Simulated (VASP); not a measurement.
# SnSe2 (R-3m) in VASP: G0W0 quasiparticle levels with PBE

Aim: the G0W0 quasiparticle levels of SnSe2 with PBE.

Program: VASP 6.6.1. These are calculated values, not measurements. Logs are shortened: lines on timing, memory, paths and dates and some standing lists are left out, and cuts for length are marked.

### 1 The cell of the first run

It takes space group R-3m (No. 166, trigonal). The conventional cell has a = 3.825 Å, b = 3.825 Å, c = 19.005 Å, α = 90.00°, β = 90.00°, γ = 120.00°. Sn (site symmetry -3m) has 6 Se at 2.71 Å within 3.6 Å. Se (site symmetry 3m) has 3 Sn at 2.71 Å within 3.6 Å.

### 2 G0W0 quasiparticle levels, PBE

File POSCAR:

```
SnSe2
1.0
    1.9122916093      1.1040620754      6.3350940540
   -1.9122916093      1.1040620754      6.3350940540
    0.0000000000     -2.2081241508      6.3350940540
Sn Se
1 2
Direct
    0.0000000000      0.0000000000      0.0000000000
    0.2505568941      0.2505568941      0.2505568941
    0.7494431059      0.7494431059      0.7494431059
```

File INCAR.step1:

```
PREC     = Accurate       # precision mode
ENCUT    = 500            # plane-wave cutoff, eV
EDIFF    = 1E-8           # SCF threshold, eV
ISMEAR   = 0              # smearing method
SIGMA    = 0.01           # smearing width, eV
LREAL    = F              # projectors in reciprocal space
LASPH    = T              # aspherical terms in the spheres
NELM     = 60             # most SCF steps
ALGO     = Normal         # electronic algorithm
LWAVE    = T              # write WAVECAR
LCHARG   = F              # write CHGCAR
GGA      = PE             # functional
```

File INCAR.step2:

```
PREC     = Accurate       # precision mode
ENCUT    = 500            # plane-wave cutoff, eV
EDIFF    = 1E-8           # SCF threshold, eV
ISMEAR   = 0              # smearing method
SIGMA    = 0.01           # smearing width, eV
LREAL    = F              # projectors in reciprocal space
LASPH    = T              # aspherical terms in the spheres
NELM     = 1              # most SCF steps
ALGO     = Exact          # electronic algorithm
LWAVE    = T              # write WAVECAR
LCHARG   = F              # write CHGCAR
GGA      = PE             # functional
NBANDS   = 143            # bands
LOPTICS  = T              # frequency-dependent dielectric function
ISTART   = 1
```

File INCAR.step3:

```
PREC     = Accurate       # precision mode
ENCUT    = 500            # plane-wave cutoff, eV
EDIFF    = 1E-8           # SCF threshold, eV
ISMEAR   = 0              # smearing method
SIGMA    = 0.01           # smearing width, eV
LREAL    = F              # projectors in reciprocal space
LASPH    = T              # aspherical terms in the spheres
ALGO     = EVGW0          # electronic algorithm
LWAVE    = F              # write WAVECAR
LCHARG   = F              # write CHGCAR
GGA      = PE             # functional
NELMGW   = 1            
NBANDS   = 143            # bands
ENCUTGW  = 80.0           # cutoff of the response function
NOMEGA   = 96             # frequency points
PRECFOCK = Fast         
ISTART   = 1            
NBANDSGW = 21           
OMEGAMAX = 30
```

File KPOINTS:

```
regular mesh
0
Gamma
  4 4 4
```

Potentials or basis: VASP PAW PBE potentials, release 64 (Sn_d_GW, Se_GW).

Run with:

```
$ cat potpaw_PBE.64/Sn_d_GW/POTCAR potpaw_PBE.64/Se_GW/POTCAR > POTCAR
$ cp INCAR.step1 INCAR
$ mpirun -np 1 vasp_std > vasp.out
$ cp INCAR.step2 INCAR
$ mpirun -np 1 vasp_std > vasp.out
$ cp INCAR.step3 INCAR
$ mpirun -np 1 vasp_std > vasp.out
```

OUTCAR:

```text
PREC = Accurate
   ENCUT = 500
   EDIFF = 1E-8
   ISMEAR = 0
   LREAL = F
   LASPH = T
   GGA = PE
   NELMGW = 1
   ENCUTGW = 80.0
   PRECFOCK = Fast
   ISTART = 1

 ion  position               nearest neighbor table
   1  0.000  0.000  0.000-   3 2.71   3 2.71   2 2.71   2 2.71   3 2.71   2 2.71
   2  0.251  0.251  0.251-   1 2.71   1 2.71   1 2.71
   3  0.749  0.749  0.749-   1 2.71   1 2.71   1 2.71

  LATTYP: Found a trigonal (rhomboedric) cell.
 ALAT       =     6.7088917817
 COS(alpha) =     0.8375062499

  Lattice vectors:

 A1 = (   1.9122916093,   1.1040620754,   6.3350940540)
 A2 = (  -1.9122916093,   1.1040620754,   6.3350940540)
 A3 = (   0.0000000000,  -2.2081241508,   6.3350940540)

Analysis of symmetry for initial positions (statically):
=====================================================================
 Subroutine PRICEL returns:
 Original cell was already a primitive cell.

 Routine SETGRP: Setting up the symmetry group for a
 trigonal (rhombohedral) supercell.

 Subroutine GETGRP returns: Found 12 space group operations
 (whereof 12 operations were pure point group operations)
 out of a pool of 12 trial point group operations.

The static configuration has the point symmetry D_3d.

Analysis of symmetry for dynamics (positions and initial velocities):
=====================================================================
 Subroutine PRICEL returns:
 Original cell was already a primitive cell.

 Routine SETGRP: Setting up the symmetry group for a
 trigonal (rhombohedral) supercell.

 Subroutine GETGRP returns: Found 12 space group operations
 (whereof 12 operations were pure point group operations)
 out of a pool of 12 trial point group operations.

The dynamic configuration has the point symmetry D_3d.

 Subroutine INISYM returns: Found 12 space group operations
 (whereof 12 operations are pure point group operations),
 and found     1 'primitive' translations

----------------------------------------------------------------------------------------

                                     Primitive cell

  volume of cell :      80.2513

  direct lattice vectors                    reciprocal lattice vectors
     1.912291609  1.104062075  6.335094054     0.261466399  0.150957696  0.052616951
[... 45 lines left out ...]
  0.000000  0.000000  0.000000      1.000000
  0.250000 -0.000000  0.000000      6.000000
  0.500000 -0.000000  0.000000      3.000000
  0.250000  0.250000  0.000000      6.000000
  0.500000  0.250000  0.000000     12.000000
 -0.250000  0.250000  0.000000      6.000000
  0.500000  0.500000  0.000000      3.000000
  0.250000  0.250000  0.250000      2.000000
  0.500000  0.250000  0.250000      6.000000
 -0.250000  0.250000  0.250000      6.000000
  0.500000  0.500000  0.250000      6.000000
 -0.250000  0.500000  0.250000      6.000000
  0.500000  0.500000  0.500000      1.000000
   k-points           NKPTS =     13   k-points in BZ     NKDIM =     64   number of bands    NBANDS=    143
   number of dos      NEDOS =    301   number of ions     NIONS =      3
   total plane-waves  NPLWV = 125000
   dimension x,y,z NGX =    50 NGY =   50 NGZ =   50
   dimension x,y,z NGXF=   100 NGYF=  100 NGZF=  100
   ions per type =               1   2
   NGX,Y,Z   is equivalent  to a cutoff of  12.39, 12.39, 12.39 a.u.
   NGXF,Y,Z  is equivalent  to a cutoff of  24.78, 24.78, 24.78 a.u.
 SYSTEM =  unknown system
   PREC   = accura    normal or accurate (medium, high low for compatibility)
   ISTART =      1    job   : 0-new  1-cont  2-samecut
   ICHARG =      0    charge: 1-file 2-atom 10-const
   ISPIN  =      1    spin polarized calculation?
   LNONCOLLINEAR =      F non collinear calculations
   LSORBIT =      F    spin-orbit coupling
   LASPH  =      T    aspherical Exc in radial PAW
   ENCUT  =  500.0 eV  36.75 Ry    6.06 a.u.  12.23 12.23 12.23*2*pi/ulx,y,z
   NELM   =     60;   NELMIN=  2; NELMDL=  0     # of ELM steps
   EDIFF  = 0.1E-07   stopping-criterion for ELM
   LREAL  =      F    real-space projection
   EDIFFG = 0.1E-06   stopping-criterion for IOM
   NSW    =      0    number of steps for IOM
   IBRION =     -1    ionic relax: 0-MD 1-quasi-New 2-CG
   NFREE  =      0    steps in history (QN), initial steepest desc. (CG)
   ISIF   =      0    stress and relaxation
   ISYM   =      3    0-nonsym 1-usesym 2-fastsym
   POTIM  = 0.5000    time-step for ionic-motion
   TEBEG  =    0.0;   TEEND  =   0.0 temperature during run
   PSTRESS=    0.0 pullay stress
   NELECT =      26.0000    total number of electrons
   NUPDOWN=      -1.0000    fix difference up-down
   EMIN   =  10.00;   EMAX   =-10.00  energy-range for DOS
   EFERMI =   0.00;   METHOD = LEGACY
   ISMEAR =     0;   SIGMA  =   0.01  broadening in eV -4-tet -1-fermi 0-gaus
   EFERMI_NEDOS =   21; number of points for ismear=-14 and -15
   IALGO  =     38    algorithm
   IMIX   =      4    mixing-type and parameters
     AMIX     =   0.40;   BMIX     =  1.00
     AMIX_MAG =   1.60;   BMIX_MAG =  1.00
  volume/ion in A,a.u.               =      26.75       180.52
  Fermi-wavevector in a.u.,A,eV,Ry     =   1.124386  2.124781 17.201072  1.264243
  Thomas-Fermi vector in A             =   2.261057
   LORBIT       =      0    0 simple, 1 ext, 2 COOP (PROOUT), +10 PAW based schemes
   GGA     = PE    functional components
   LHFCALC =     T    Hartree Fock is set to
   PRECFOCK=fast      Normal, Fast or Accurate (Low or Medium for compatibility)
   ENCUT4O =  -1.0   cutoff for four orbital integrals eV
   NKREDX  =     1    reduce k-point grid by
   NKREDY  =     1    reduce k-point grid by
   NKREDZ  =     1    reduce k-point grid by
   AEXX    =    1.0000 exact exchange contribution
   HFSCREEN=    0.0000 screening length (either q_TF or 0.3 A-1)
   HFSCREENC=   0.0000 screening length for correlation (either q_TF or 0.3 A-1)
   ENCUTFOCK=  -1.0 apply spherical cutoff to Coloumb kernel
   IVDW    =     0    specifies the selected vdW correction
   LEPSILON=     F    determine dielectric tensor
   LRPA    =     F    only Hartree local field effects (RPA)
   LRPAFORCE           =     F    calculate RPA forces
   ENCUTGW             =  80.0    cutoff for response function in eV
   ENCUTGWSOFT         =  64.0    soft cutoff for Coulomb kernel in GW response function in eV
   ENCUTLF             =  -1.0    cutoff for local field effects
   NELMGW              =     1    number of iterations in solving QP/BSE equation
   NELMHF              =     1    number of iterations in the inner HF iteration
   NKREDLFX            =     1    NKREDLFY  =   1   NKREDLFZ  =   1
 non-spin polarized calculation
 Gauss-broadening in eV      SIGMA  =   0.01
  energy-cutoff  :      500.00
  volume of cell :       80.25
 maximum number of plane-waves:      2057
 NGX is ok and might be reduce to    50
  NGX = 28; NGY = 28; NGZ = 28
   NGX = 25   NGY = 25   NGZ = 25
 maximum number of plane-waves:       135
 NGX is ok and might be reduce to    24

 QP shifts <psi_nk| G(iteration)W_0 |psi_nk>: iteration 1
 for sc-GW calculations column KS-energies equals QP-energies in previous step
 and V_xc(KS)=  KS-energies - (<T + V_ion + V_H > + <T+V_H+V_ion>^1  + <V_x>^1)

 k-point   1 :       0.0000    0.0000    0.0000
  band No.  KS-energies  QP-energies   sigma(KS)   V_xc(KS)     V^pw_x(r,r')   Z            occupation Imag(sigma)

      1     -18.2850     -20.5595     -20.7090     -17.4859     -27.1469       0.7057       2.0000       0.3886
      2     -18.2850     -20.5595     -20.7090     -17.4859     -27.1469       0.7057       2.0000       0.3886
      3     -18.2561     -20.4877     -20.6427     -17.4641     -27.0188       0.7021       2.0000       0.3229
      4     -18.2416     -20.4904     -20.6851     -17.4967     -27.0692       0.7053       2.0000       0.3284
      5     -18.2416     -20.4904     -20.6851     -17.4967     -27.0692       0.7053       2.0000       0.3284
      6     -10.7630     -10.8025     -12.1296     -12.0679     -19.6601       0.6407       2.0000       1.4382
[... 313 lines left out ...]
     20      11.8274      12.0636      -9.3083      -9.6120      -4.5651       0.7780       0.0000      -0.2492
     21      11.9105      12.0107      -8.1998      -8.3295      -3.4715       0.7727       0.0000      -0.2324
```

OUTCAR.step2:

```text
PREC = Accurate
   ENCUT = 500
   EDIFF = 1E-8
   ISMEAR = 0
   LREAL = F
[... 911 lines left out ...]
     0.00000    16.28725    16.28725    11.28553    -0.00000    -0.00000    -0.00000
     1.13977    20.08831    20.08831    16.59152    -0.00000    -0.00000    -0.00000
     2.27955    20.24046    20.24046    14.03898     0.00000    -0.00000    -0.00000
     3.41932     6.66351     6.66351    10.11573    -0.00000    -0.00000     0.00000
     4.55909    -5.79522    -5.79522     9.58047     0.00000    -0.00000     0.00000
     5.69886    -5.73570    -5.73570     0.46098     0.00000    -0.00000     0.00000
[... 92 lines left out ...]
   111.69774     0.95120     0.95120     0.95348     0.00000     0.00000     0.00000
   112.83751     0.95241     0.95241     0.95465     0.00000     0.00000     0.00000
```

It took 22 min on 1 thread of Intel Xeon 6975P-C (Granite Rapids), shared host; peak memory 1.5 GiB.

What came out:

| Item | Value |
| --- | --- |
| Quasiparticle gap | 0.93 eV |
| Least direct quasiparticle gap | 1.10 eV |
| Band gap of the starting levels on the mesh | 0.40 eV |
| Least direct gap of the starting levels on the mesh | 0.54 eV |

Caveat: the k points lie up to 0.48 Å⁻¹ apart; bands, screening cutoff and mesh are small and nothing is extrapolated, so the quasiparticle values aren't converged; spin-orbit coupling is left out, which moves the levels of the heavy elements.
